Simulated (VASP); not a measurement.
# NiO (Fm-3m) in VASP: a series of runs

NiO is run at these levels: PBEsol; tasks: single point.

Everything below comes from runs of VASP 6.6.1. Logs are shortened: lines on timing, memory, paths and dates and some standing lists are left out, and cuts for length are marked.

## 1. The cell of the first run

The structure is cubic, space group Fm-3m (No. 225). The conventional cell has a = 4.227 Å, b = 4.227 Å, c = 4.227 Å, α = 90.00°, β = 90.00°, γ = 90.00°. Within 2.8 Å of Ni (site symmetry m-3m) lie 6 O at 2.11 Å. Within 2.8 Å of O (site symmetry m-3m) lie 6 Ni at 2.11 Å.

## 2. Single point, PBEsol, collinear spin, ferromagnetic start (volume scaled by 1.04)

File INCAR:

```
SYSTEM = NiO
ALGO = Normal ; EDIFF = 1E-7
ENCUT = 520 ; GGA = PS
ISIF = 2 ; ISMEAR = -1
ISPIN = 2 ; LASPH = .TRUE.
LCHARG = .TRUE. ; LELF = .TRUE.
LMAXMIX = 4 ; LORBIT = 11
LREAL = .FALSE. ; LVHAR = .TRUE.
LWAVE = .FALSE. ; MAGMOM = 1 0
NBANDS = 19 ; NELM = 150
PREC = Accurate ; SIGMA = 0.05
```

File KPOINTS:

```
k-points
0
G
  11 11 11
  0 0 0
```

File POSCAR:

```
NiO
1.0
    0.0000000000      2.1133508634      2.1133508634
    2.1133508634      0.0000000000      2.1133508634
    2.1133508634      2.1133508634      0.0000000000
Ni O
1 1
Direct
    0.0000000000      0.0000000000      0.0000000000
    0.5000000000      0.5000000000      0.5000000000
```

Potentials or basis: VASP PAW PBE potentials, release 64 (Ni, O).

On the command line:

```bash
$ cat potpaw_PBE.64/Ni/POTCAR potpaw_PBE.64/O/POTCAR > POTCAR
$ mpirun -np 1 vasp_std > vasp.out
```

OUTCAR:

```text
SYSTEM = NiO
   EDIFF = 1E-7
   ENCUT = 520
   GGA = PS
   ISIF = 2
   ISMEAR = -1
   ISPIN = 2
   LASPH = .TRUE.
   LORBIT = 11
   LREAL = .FALSE.
   NELM = 150
   PREC = Accurate

 ion  position               nearest neighbor table
   1  0.000  0.000  0.000-   2 2.11   2 2.11   2 2.11   2 2.11   2 2.11   2 2.11
   2  0.500  0.500  0.500-   1 2.11   1 2.11   1 2.11   1 2.11   1 2.11   1 2.11

  LATTYP: Found a face centered cubic cell.
 ALAT       =     4.2267017268

  Lattice vectors:

 A1 = (   0.0000000000,   2.1133508634,   2.1133508634)
 A2 = (   2.1133508634,   0.0000000000,   2.1133508634)
 A3 = (   2.1133508634,   2.1133508634,   0.0000000000)

Analysis of symmetry for initial positions (statically):
=====================================================================
 Subroutine PRICEL returns:
 Original cell was already a primitive cell.

 Routine SETGRP: Setting up the symmetry group for a
 face centered cubic supercell.

 Subroutine GETGRP returns: Found 48 space group operations
 (whereof 48 operations were pure point group operations)
 out of a pool of 48 trial point group operations.

The static configuration has the point symmetry O_h .

Analysis of symmetry for dynamics (positions and initial velocities):
=====================================================================
 Subroutine PRICEL returns:
 Original cell was already a primitive cell.

 Routine SETGRP: Setting up the symmetry group for a
 face centered cubic supercell.

 Subroutine GETGRP returns: Found 48 space group operations
 (whereof 48 operations were pure point group operations)
 out of a pool of 48 trial point group operations.

The dynamic configuration has the point symmetry O_h .

Analysis of structural, dynamic, and magnetic symmetry:
=====================================================================
 Subroutine PRICEL returns:
 Original cell was already a primitive cell.

 Routine SETGRP: Setting up the symmetry group for a
 face centered cubic supercell.

 Subroutine GETGRP returns: Found 48 space group operations
 (whereof 48 operations were pure point group operations)
 out of a pool of 48 trial point group operations.

The overall configuration has the point symmetry O_h .

 Subroutine INISYM returns: Found 48 space group operations
 (whereof 48 operations are pure point group operations),
 and found     1 'primitive' translations

----------------------------------------------------------------------------------------

                                     Primitive cell

[... 106 lines left out ...]
   EFERMI_NEDOS =   21; number of points for ismear=-14 and -15
   IALGO  =     38    algorithm
   IMIX   =      4    mixing-type and parameters
     AMIX     =   0.40;   BMIX     =  1.00
     AMIX_MAG =   1.60;   BMIX_MAG =  1.00
  volume/ion in A,a.u.               =       9.44        63.70
  Fermi-wavevector in a.u.,A,eV,Ry     =   1.549292  2.927737 32.658133  2.400305
  Thomas-Fermi vector in A             =   2.654120
   LORBIT       =     11    0 simple, 1 ext, 2 COOP (PROOUT), +10 PAW based schemes
   GGA     = PS    functional components
   LHFCALC =     F    Hartree Fock is set to
   AEXX    =    0.0000 exact exchange contribution
   IVDW    =     0    specifies the selected vdW correction
   LEPSILON=     F    determine dielectric tensor
   LRPA    =     F    only Hartree local field effects (RPA)
 spin polarized calculation
  energy-cutoff  :      520.00
  volume of cell :       18.88
 maximum number of plane-waves:       532
 NGX is ok and might be reduce to    24
   NGX = 11   NGY = 11   NGZ = 11

 number of electron      16.0000016 magnetization       1.5138637

 Free energy of the ion-electron system (eV)
  ---------------------------------------------------
  ext. energy  EPLUGINS =         0.00000000
  ---------------------------------------------------
  free energy    TOTEN  =       -12.33921014 eV

  energy without entropy =      -12.32549676  energy(sigma->0) =      -12.33235345

 E-fermi :   7.2091     XC(G=0): -12.7319

 val. band max:        7.1878718778   @ k =  -0.2727   0.2727   0.0909
 cond. band min:       7.2091605372   @ k =  -0.1818   0.1818   0.0000
 fundamental gap:      0.0212886594
 Fermi energy:         7.2090844891

 spin component 1

 k-point     1 :       0.0000    0.0000    0.0000
  band No.  band energies     occupation
      1     -12.8276      1.00000
      2       4.2789      1.00000
      3       4.2789      1.00000
      4       4.2789      1.00000
      5       4.4414      1.00000
      6       4.4414      1.00000
[... 517 lines left out ...]
     18      37.4315      0.00000
     19      38.5578      0.00000

 [... further k-points ...]

 spin component 2

 k-point     1 :       0.0000    0.0000    0.0000
  band No.  band energies     occupation
      1     -12.4556      1.00000
      2       4.7124      1.00000
      3       4.7124      1.00000
      4       4.7124      1.00000
      5       5.5948      1.00000
      6       5.5949      1.00000
[... 517 lines left out ...]
     18      37.7670      0.00000
     19      38.7073      0.00000

 [... further k-points ...]
[... 5 lines left out ...]
  --------------------------------------------------------------------------------------
  -------------------------------------------------------------------------------------
  Total       -1.5604212     -1.5604212     -1.5604212     -0.0000000      0.0000000      0.0000000
  in kB     -132.4364739   -132.4364739   -132.4364739     -0.0000000      0.0000000      0.0000000
  external PRESSURE =    -132.4364739 kB  Pullay stress =       0.0000000 kB

 VOLUME and BASIS-vectors are now :
 -----------------------------------------------------------------------------
  energy-cutoff  :      520.00
  volume of cell :       18.88
      direct lattice vectors                 reciprocal lattice vectors
     0.000000000  2.113350863  2.113350863    -0.236591097  0.236591097  0.236591097
     2.113350863  0.000000000  2.113350863     0.236591097 -0.236591097  0.236591097
     2.113350863  2.113350863  0.000000000     0.236591097  0.236591097 -0.236591097

 POSITION                                       TOTAL-FORCE (eV/Angst)
 -----------------------------------------------------------------------------------
      0.00000      0.00000      0.00000         0.000000      0.000000     -0.000000
      2.11335      2.11335      2.11335        -0.000000      0.000000      0.000000
 -----------------------------------------------------------------------------------
    total drift:                                0.000000     -0.000000     -0.000000

  FREE ENERGIE OF THE ION-ELECTRON SYSTEM (eV)
  ---------------------------------------------------
  free  energy   TOTEN  =       -12.3392101353 eV

  energy  without entropy=      -12.3254967578  energy(sigma->0) =      -12.33235345

 total charge

# of ion       s       p       d       tot
------------------------------------------
    1        0.323   0.379   8.255   8.956
    2        1.555   3.363   0.000   4.918
--------------------------------------------------
tot          1.877   3.742   8.255  13.874

 magnetization (x)

# of ion       s       p       d       tot
------------------------------------------
    1        0.010   0.013   1.229   1.253
    2        0.025   0.198   0.000   0.223
--------------------------------------------------
tot          0.035   0.212   1.229   1.476
```

OSZICAR:

```text
N       E                     dE             d eps       ncg     rms          rms(c)
DAV:   1     0.818519899810E+02    0.81852E+02   -0.69844E+03  4521   0.103E+03
DAV:   2    -0.933628045656E+01   -0.91188E+02   -0.79995E+02  4417   0.232E+02
DAV:   3    -0.144946521710E+02   -0.51584E+01   -0.48687E+01  4886   0.552E+01
DAV:   4    -0.145420356454E+02   -0.47383E-01   -0.47320E-01  4722   0.519E+00
DAV:   5    -0.145427629017E+02   -0.72726E-03   -0.72719E-03  4905   0.652E-01    0.136E+01
DAV:   6    -0.140582713189E+02    0.48449E+00   -0.12283E+01  5536   0.595E+01    0.176E+01
DAV:   7    -0.123997224400E+02    0.16585E+01   -0.54703E+00  5465   0.497E+01    0.546E+00
DAV:   8    -0.123339725263E+02    0.65750E-01   -0.24475E-01  5525   0.824E+00    0.282E+00
DAV:   9    -0.123386874059E+02   -0.47149E-02   -0.27485E-02  5634   0.199E+00    0.729E-01
DAV:  10    -0.123387766849E+02   -0.89279E-04   -0.34551E-03  5001   0.801E-01    0.266E-01
DAV:  11    -0.123391641202E+02   -0.38744E-03   -0.61683E-04  5968   0.394E-01    0.201E-01
DAV:  12    -0.123391100479E+02    0.54072E-04   -0.69563E-04  5237   0.579E-01    0.698E-02
DAV:  13    -0.123392194224E+02   -0.10937E-03   -0.21091E-04  5269   0.173E-01    0.472E-02
DAV:  14    -0.123392101381E+02    0.92843E-05   -0.33866E-05  5609   0.130E-01    0.192E-02
DAV:  15    -0.123392102143E+02   -0.76173E-07   -0.91754E-06  5226   0.297E-02    0.393E-03
DAV:  16    -0.123392101353E+02    0.79052E-07   -0.33159E-07  4353   0.964E-03
   1 F= -.12339210E+02 E0= -.12332353E+02  d E =-.137134E-01  mag=     1.5136
```

It took 29 s on 1 thread of AMD EPYC 9R45 (Zen 5), shared host; peak memory 0.14 GiB.

What came out:

```yaml
Free_energy: -12.3392 eV
Pressure: -13.2 GPa
Net_moment: 1.51 μB per cell
Site_moments: Ni +1.25; O +0.22 μB
Valence_electrons_inside_the_program's_atomic_spheres: Ni 8.96; O 4.92
```

Levels at points of the mesh, in eV from the Fermi level:
Spin up:
```csv
k point,band 6,band 7,band 8,band 9,band 10,band 11,band 12,band 13
"(0.00, 0.00, 0.00)",-2.77,-2.39,-2.39,-2.39,1.27,17.52,18.54,18.54
```
Spin down:
```tsv
k point	band 5	band 6	band 7	band 8	band 9	band 10
(0.00, 0.00, 0.00)	-1.61	-1.61	-1.61	-0.74	-0.74	1.57
```

Caveat: the PAW data sets were made with another functional, which shifts forces and pressure a little; a cell with one magnetic atom can't hold antiferromagnetic order, which such compounds often take; semilocal functionals often make such compounds metallic where correlation or magnetic order opens a gap, which also shifts bond lengths.

## 3. Single point, PBEsol, collinear spin, ferromagnetic start (volume scaled by 1.06)

File INCAR:

```
PREC     = Accurate       # precision mode
ENCUT    = 520            # plane-wave cutoff, eV
EDIFF    = 1E-6           # SCF threshold, eV
ISMEAR   = -1             # smearing method
SIGMA    = 0.05           # smearing width, eV
LREAL    = F              # projectors in reciprocal space
LASPH    = T              # aspherical terms in the spheres
NELM     = 150            # most SCF steps
ALGO     = Normal         # electronic algorithm
ISIF     = 2              # what is computed and relaxed
LWAVE    = F              # write WAVECAR
LCHARG   = F              # write CHGCAR
ISPIN    = 2              # spin polarisation
MAGMOM   = 1 0            # initial moments
LORBIT   = 11             # projections on sites
LMAXMIX  = 4              # l up to which the mixer works
GGA      = PS             # functional
NBANDS   = 19             # bands
```

File KPOINTS:

```
Automatic mesh
0
Gamma
  11 11 11
```

File POSCAR:

```
NiO
1.0
    0.0000000000      2.1268120599      2.1268120599
    2.1268120599      0.0000000000      2.1268120599
    2.1268120599      2.1268120599      0.0000000000
Ni O
1 1
Direct
    0.0000000000      0.0000000000      0.0000000000
    0.5000000000      0.5000000000      0.5000000000
```

Potentials or basis: VASP PAW PBE potentials, release 64 (Ni, O).

On the command line:

```bash
$ cat potpaw_PBE.64/Ni/POTCAR potpaw_PBE.64/O/POTCAR > POTCAR
$ mpirun -np 1 vasp_std > vasp.out
```

It took 28 s on 1 thread of AMD EPYC 9R45 (Zen 5), shared host; peak memory 0.14 GiB.

Results (log left out):

* Free energy: -12.3067 eV
* Pressure: -15.6 GPa
* Net moment: 1.59 μB per cell
* Site moments: Ni +1.31; O +0.24 μB
* Valence electrons inside the program's atomic spheres: Ni 8.92; O 4.91

Levels at points of the mesh, in eV from the Fermi level:
Spin up:
| k point | band 7 | band 8 | band 9 | band 10 | band 11 | band 12 |
| --- | --- | --- | --- | --- | --- | --- |
| (0.00, 0.00, 0.00) | -2.36 | -2.36 | -2.36 | 1.20 | 17.49 | 18.43 |
Spin down:
```
           k point  band 4  band 5  band 6  band 7  band 8  band 9  band 10  band 11
(0.00, 0.00, 0.00)   -2.35   -1.55   -1.55   -1.55   -0.65   -0.65     1.52    17.44
```

Caveat: the PAW data sets were made with another functional, which shifts forces and pressure a little; a cell with one magnetic atom can't hold antiferromagnetic order, which such compounds often take; semilocal functionals often make such compounds metallic where correlation or magnetic order opens a gap, which also shifts bond lengths.
